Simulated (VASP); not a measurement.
# Mg (Pm-3m) in VASP: further runs

Runs on Mg. Level: PBEsol. Tasks: single point.

All numbers are computed with VASP 6.6.1; they aren't measurements. Logs are shortened: lines on timing, memory, paths and dates and some standing lists are left out, and cuts for length are marked.

## 1. The cell of the first run

The structure is cubic, space group Pm-3m (No. 221). The conventional cell has a = 2.209 Å, b = 2.209 Å, c = 2.209 Å, α = 90.00°, β = 90.00°, γ = 90.00°. Within 2.9 Å of Mg (site symmetry m-3m) lie 6 Mg at 2.21 Å.

## 2. Single point, PBEsol (volume scaled by 0.4)

File INCAR:

```
SYSTEM = Mg
ALGO = Normal
EDIFF = 1E-6
ENCUT = 520
GGA = PS
ISIF = 2
ISMEAR = -1
LASPH = .True.
LCHARG = .False.
LREAL = .False.
LWAVE = .False.
NBANDS = 7
NELM = 80
PREC = Accurate
SIGMA = 0.1
```

File KPOINTS:

```
k-points
0
Gamma
  13 13 13
  0 0 0
```

File POSCAR:

```
Mg
1.0
    2.2090762199      0.0000000000      0.0000000000
    0.0000000000      2.2090762199      0.0000000000
    0.0000000000      0.0000000000      2.2090762199
Mg
1
Direct
    0.0000000000      0.0000000000      0.0000000000
```

Potentials or basis: VASP PAW PBE potentials, release 64 (Mg).

Launch:

```console
> cat potpaw_PBE.64/Mg/POTCAR > POTCAR
> mpirun -np 1 vasp_std > vasp.out
```

OUTCAR:

```text
SYSTEM = Mg
   EDIFF = 1E-6
   ENCUT = 520
   GGA = PS
   ISIF = 2
   ISMEAR = -1
   LASPH = .True.
   LREAL = .False.
   NELM = 80
   PREC = Accurate

 ion  position               nearest neighbor table
   1  0.000  0.000  0.000-

  LATTYP: Found a simple cubic cell.
 ALAT       =     2.2090762199

  Lattice vectors:

 A1 = (   2.2090762199,   0.0000000000,   0.0000000000)
 A2 = (   0.0000000000,   2.2090762199,   0.0000000000)
 A3 = (   0.0000000000,   0.0000000000,   2.2090762199)

Analysis of symmetry for initial positions (statically):
=====================================================================
 Subroutine PRICEL returns:
 Original cell was already a primitive cell.

 Routine SETGRP: Setting up the symmetry group for a
 simple cubic supercell.

 Subroutine GETGRP returns: Found 48 space group operations
 (whereof 48 operations were pure point group operations)
 out of a pool of 48 trial point group operations.

The static configuration has the point symmetry O_h .

Analysis of symmetry for dynamics (positions and initial velocities):
=====================================================================
 Subroutine PRICEL returns:
 Original cell was already a primitive cell.

 Routine SETGRP: Setting up the symmetry group for a
 simple cubic supercell.

 Subroutine GETGRP returns: Found 48 space group operations
 (whereof 48 operations were pure point group operations)
 out of a pool of 48 trial point group operations.

The dynamic configuration has the point symmetry O_h .

 Subroutine INISYM returns: Found 48 space group operations
 (whereof 48 operations are pure point group operations),
 and found     1 'primitive' translations

----------------------------------------------------------------------------------------

                                     Primitive cell

  volume of cell :      10.7803

  direct lattice vectors                    reciprocal lattice vectors
     2.209076220  0.000000000  0.000000000     0.452677907  0.000000000  0.000000000
     0.000000000  2.209076220  0.000000000     0.000000000  0.452677907  0.000000000
     0.000000000  0.000000000  2.209076220     0.000000000  0.000000000  0.452677907

  length of vectors
     2.209076220  2.209076220  2.209076220     0.452677907  0.452677907  0.452677907

  position of ions in fractional coordinates (direct lattice)
     0.000000000  0.000000000  0.000000000

  ion indices of the primitive-cell ions
   primitive index   ion index
                 1           1

----------------------------------------------------------------------------------------

 KPOINTS: k-points

Automatic generation of k-mesh.
 Grid dimensions read from file:
 generate k-points for:   13   13   13

 Generating k-lattice:

  Cartesian coordinates                     Fractional coordinates (reciprocal lattice)
     0.034821377  0.000000000  0.000000000     0.076923077  0.000000000  0.000000000
     0.000000000  0.034821377  0.000000000     0.000000000  0.076923077  0.000000000
     0.000000000  0.000000000  0.034821377     0.000000000  0.000000000  0.076923077

  Length of vectors
     0.034821377  0.034821377  0.034821377

  Shift w.r.t. Gamma in fractional coordinates (k-lattice)
     0.000000000  0.000000000  0.000000000

 Subroutine IBZKPT returns following result:
 ===========================================

 Found     84 irreducible k-points:

 Following reciprocal coordinates:
            Coordinates               Weight
  0.000000  0.000000  0.000000      1.000000
  0.076923  0.000000  0.000000      6.000000
  0.153846  0.000000  0.000000      6.000000
  0.230769  0.000000  0.000000      6.000000
  0.307692  0.000000  0.000000      6.000000
  0.384615  0.000000  0.000000      6.000000
[... 16 lines left out ...]
  0.307692  0.307692  0.000000     12.000000
  0.384615  0.307692  0.000000     24.000000
 [... further k-points ...]
   k-points           NKPTS =     84   k-points in BZ     NKDIM =     84   number of bands    NBANDS=      7
   number of dos      NEDOS =    301   number of ions     NIONS =      1
   total plane-waves  NPLWV =   4096
   dimension x,y,z NGX =    16 NGY =   16 NGZ =   16
   dimension x,y,z NGXF=    32 NGYF=   32 NGZF=   32
   ions per type =               1
   NGX,Y,Z   is equivalent  to a cutoff of  12.04, 12.04, 12.04 a.u.
   NGXF,Y,Z  is equivalent  to a cutoff of  24.08, 24.08, 24.08 a.u.
 SYSTEM =  Mg
   PREC   = accura    normal or accurate (medium, high low for compatibility)
   ISTART =      0    job   : 0-new  1-cont  2-samecut
   ICHARG =      2    charge: 1-file 2-atom 10-const
   ISPIN  =      1    spin polarized calculation?
   LNONCOLLINEAR =      F non collinear calculations
   LSORBIT =      F    spin-orbit coupling
   LASPH  =      T    aspherical Exc in radial PAW
   ENCUT  =  520.0 eV  38.22 Ry    6.18 a.u.   4.11  4.11  4.11*2*pi/ulx,y,z
   NELM   =     80;   NELMIN=  2; NELMDL= -5     # of ELM steps
   EDIFF  = 0.1E-05   stopping-criterion for ELM
   LREAL  =      F    real-space projection
   EDIFFG = 0.1E-04   stopping-criterion for IOM
   NSW    =      0    number of steps for IOM
   IBRION =     -1    ionic relax: 0-MD 1-quasi-New 2-CG
   NFREE  =      0    steps in history (QN), initial steepest desc. (CG)
   ISIF   =      2    stress and relaxation
   ISYM   =      2    0-nonsym 1-usesym 2-fastsym
   POTIM  = 0.5000    time-step for ionic-motion
   TEBEG  =    0.0;   TEEND  =   0.0 temperature during run
   PSTRESS=    0.0 pullay stress
   NELECT =       2.0000    total number of electrons
   NUPDOWN=      -1.0000    fix difference up-down
   EMIN   =  10.00;   EMAX   =-10.00  energy-range for DOS
   EFERMI =   0.00;   METHOD = LEGACY
   ISMEAR =    -1;   SIGMA  =   0.10  broadening in eV -4-tet -1-fermi 0-gaus
   EFERMI_NEDOS =   21; number of points for ismear=-14 and -15
   IALGO  =     38    algorithm
   IMIX   =      4    mixing-type and parameters
     AMIX     =   0.40;   BMIX     =  1.00
     AMIX_MAG =   1.60;   BMIX_MAG =  1.00
  volume/ion in A,a.u.               =      10.78        72.75
  Fermi-wavevector in a.u.,A,eV,Ry     =   0.933700  1.764438 11.861506  0.871796
  Thomas-Fermi vector in A             =   2.060429
   LORBIT       =      0    0 simple, 1 ext, 2 COOP (PROOUT), +10 PAW based schemes
   GGA     = PS    functional components
   LHFCALC =     F    Hartree Fock is set to
   AEXX    =    0.0000 exact exchange contribution
   IVDW    =     0    specifies the selected vdW correction
   LEPSILON=     F    determine dielectric tensor
   LRPA    =     F    only Hartree local field effects (RPA)
 non-spin polarized calculation
  energy-cutoff  :      520.00
  volume of cell :       10.78
 maximum number of plane-waves:       298
   NGX =  9   NGY =  9   NGZ =  9

 number of electron       2.0000000 magnetization

 Free energy of the ion-electron system (eV)
  ---------------------------------------------------
  ext. energy  EPLUGINS =         0.00000000
  ---------------------------------------------------
  free energy    TOTEN  =         1.61110973 eV

  energy without entropy =        1.62156242  energy(sigma->0) =        1.61633608

 E-fermi :   8.5029     XC(G=0): -11.3053

 val. band max:        8.2913345809   @ k =   0.4615   0.3077   0.3077
 cond. band min:       8.5214365001   @ k =   0.3846   0.0000   0.0000
 fundamental gap:      0.2301019192
 Fermi energy:         8.5028765577

 k-point     1 :       0.0000    0.0000    0.0000
  band No.  band energies     occupation
      1      -2.5731      2.00000
      2      19.9040      0.00000
      3      19.9040      0.00000
      4      26.7840      0.00000
      5      26.7840      0.00000
      6      26.7840      0.00000
      7      36.5067      0.00000

 k-point     2 :       0.0769    0.0000    0.0000
  band No.  band energies     occupation
      1      -2.3874      2.00000
      2      18.8066      0.00000
      3      20.0678      0.00000
      4      26.8676      0.00000
      5      26.8676      0.00000
      6      27.5448      0.00000
      7      37.2398      0.00000

 k-point     3 :       0.1538    0.0000    0.0000
  band No.  band energies     occupation
      1      -1.8349      2.00000
      2      16.4491      0.00000
      3      20.5542      0.00000
      4      27.1143      0.00000
      5      27.1143      0.00000
      6      29.0214      0.00000
      7      39.2691      0.00000

 k-point     4 :       0.2308    0.0000    0.0000
  band No.  band energies     occupation
      1      -0.9290      2.00000
      2      13.7520      0.00000
      3      21.3437      0.00000
      4      27.5092      0.00000
      5      27.5092      0.00000
      6      30.5946      0.00000
      7      39.6461      0.00000

 k-point     5 :       0.3077    0.0000    0.0000
  band No.  band energies     occupation
      1       0.3079      2.00000
      2      11.0576      0.00000
      3      22.3869      0.00000
      4      28.0161      0.00000
      5      28.0161      0.00000
      6      32.1580      0.00000
      7      36.4253      0.00000

 k-point     6 :       0.3846    0.0000    0.0000
  band No.  band energies     occupation
      1       1.8357      2.00000
      2       8.5214      0.90747
      3      23.5511      0.00000
      4      28.5501      0.00000
      5      28.5501      0.00000
      6      33.5724      0.00000
      7      33.8092      0.00000

 k-point     7 :       0.4615    0.0000    0.0000
  band No.  band energies     occupation
      1       3.4953      2.00000
      2       6.3493      2.00000
      3      24.4662      0.00000
      4      28.9315      0.00000
      5      28.9315      0.00000
      6      32.1679      0.00000
      7      34.4945      0.00000

 k-point     8 :       0.0769    0.0769    0.0000
  band No.  band energies     occupation
      1      -2.2026      2.00000
      2      18.5327      0.00000
      3      19.4987      0.00000
      4      26.4551      0.00000
      5      26.9539      0.00000
      6      28.8133      0.00000
      7      37.8493      0.00000

 k-point     9 :       0.1538    0.0769    0.0000
  band No.  band energies     occupation
      1      -1.6525      2.00000
      2      16.5230      0.00000
      3      19.7060      0.00000
      4      26.5277      0.00000
      5      27.2086      0.00000
      6      30.5781      0.00000
      7      39.4215      0.00000

 k-point    10 :       0.2308    0.0769    0.0000
  band No.  band energies     occupation
      1      -0.7507      2.00000
      2      13.8861      0.00000
      3      20.4452      0.00000
      4      26.9237      0.00000
      5      27.6162      0.00000
      6      32.1963      0.00000
      7      36.9852      0.00000

 k-point    11 :       0.3077    0.0769    0.0000
  band No.  band energies     occupation
      1       0.4807      2.00000
      2      11.2099      0.00000
      3      21.4821      0.00000
      4      27.3181      0.00000
      5      28.1402      0.00000
      6      33.5056      0.00000
      7      34.9163      0.00000
[... 51 lines left out ...]
 k-point    17 :       0.3846    0.1538    0.0000
  band No.  band energies     occupation
      1       2.4930      2.00000
      2       9.1644      0.00267
      3      20.5116      0.00000
      4      25.3573      0.00000
      5      29.1209      0.00000
      6      32.7403      0.00000
      7      35.9022      0.00000

 k-point    18 :       0.4615    0.1538    0.0000
  band No.  band energies     occupation
      1       4.0994      2.00000
      2       7.0455      2.00000
      3      22.0335      0.00000
      4      23.7457      0.00000
      5      29.5748      0.00000
      6      33.6819      0.00000
      7      35.0108      0.00000

 k-point    19 :       0.2308    0.2308    0.0000
  band No.  band energies     occupation
      1       0.6504      2.00000
      2      14.3035      0.00000
      3      16.2916      0.00000
      4      26.1823      0.00000
      5      28.4361      0.00000
      6      32.5441      0.00000
      7      37.5710      0.00000

 k-point    20 :       0.3077    0.2308    0.0000
  band No.  band energies     occupation
      1       1.8384      2.00000
      2      12.3564      0.00000
      3      16.5637      0.00000
      4      25.0808      0.00000
      5      29.0903      0.00000
      6      32.1471      0.00000
      7      36.7918      0.00000

 k-point    21 :       0.3846    0.2308    0.0000
  band No.  band energies     occupation
      1       3.3008      2.00000
      2       9.9461      0.00000
      3      17.7337      0.00000
      4      23.3537      0.00000
      5      29.8045      0.00000
      6      32.9759      0.00000
      7      35.5449      0.00000

 k-point    22 :       0.4615    0.2308    0.0000
  band No.  band energies     occupation
      1       4.8476      2.00000
      2       7.8896      1.99567
      3      19.0583      0.00000
      4      21.6688      0.00000
      5      30.3547      0.00000
      6      34.3807      0.00000
      7      34.7030      0.00000

 k-point    23 :       0.3077    0.3077    0.0000
  band No.  band energies     occupation
      1       2.9900      2.00000
      2      12.8060      0.00000
      3      14.4279      0.00000
      4      23.2133      0.00000
      5      29.8498      0.00000
      6      32.6512      0.00000
      7      35.9957      0.00000

 k-point    24 :       0.3846    0.3077    0.0000
  band No.  band energies     occupation
      1       4.4055      2.00000
      2      10.9783      0.00000
      3      15.0031      0.00000
      4      21.2140      0.00000
      5      30.6930      0.00000
      6      33.8829      0.00000
      7      35.0964      0.00000

 [... further k-points ...]
[... 5 lines left out ...]
  --------------------------------------------------------------------------------------
  -------------------------------------------------------------------------------------
  Total        8.0741385      8.0741385      8.0741385      0.0000000     -0.0000000      0.0000000
  in kB     1199.9818498   1199.9818498   1199.9818498      0.0000000     -0.0000000      0.0000000
  external PRESSURE =    1199.9818498 kB  Pullay stress =       0.0000000 kB

 VOLUME and BASIS-vectors are now :
 -----------------------------------------------------------------------------
  energy-cutoff  :      520.00
  volume of cell :       10.78
      direct lattice vectors                 reciprocal lattice vectors
     2.209076220  0.000000000  0.000000000     0.452677907  0.000000000  0.000000000
     0.000000000  2.209076220  0.000000000     0.000000000  0.452677907  0.000000000
     0.000000000  0.000000000  2.209076220     0.000000000  0.000000000  0.452677907

 POSITION                                       TOTAL-FORCE (eV/Angst)
 -----------------------------------------------------------------------------------
      0.00000      0.00000      0.00000         0.000000      0.000000      0.000000
 -----------------------------------------------------------------------------------
    total drift:                                0.000000     -0.000000      0.000000

  FREE ENERGIE OF THE ION-ELECTRON SYSTEM (eV)
  ---------------------------------------------------
  free  energy   TOTEN  =         1.6111097306 eV

  energy  without entropy=        1.6215624216  energy(sigma->0) =        1.61633608
```

It took 3.1 s on 1 thread of Intel Xeon Platinum 8488C (Sapphire Rapids), shared host; peak memory 0.11 GiB.

What came out:

```
Free energy            : 1.6111 eV
Pressure               : 120.0 GPa
Band gap on the k mesh : zero (band 1 reaches 13.83 eV, above the bottom of band 2 at 6.35 eV)
```

Caveat: the PAW data sets were made with another functional, which shifts forces and pressure a little.

(Continued in part 2 of 2.)
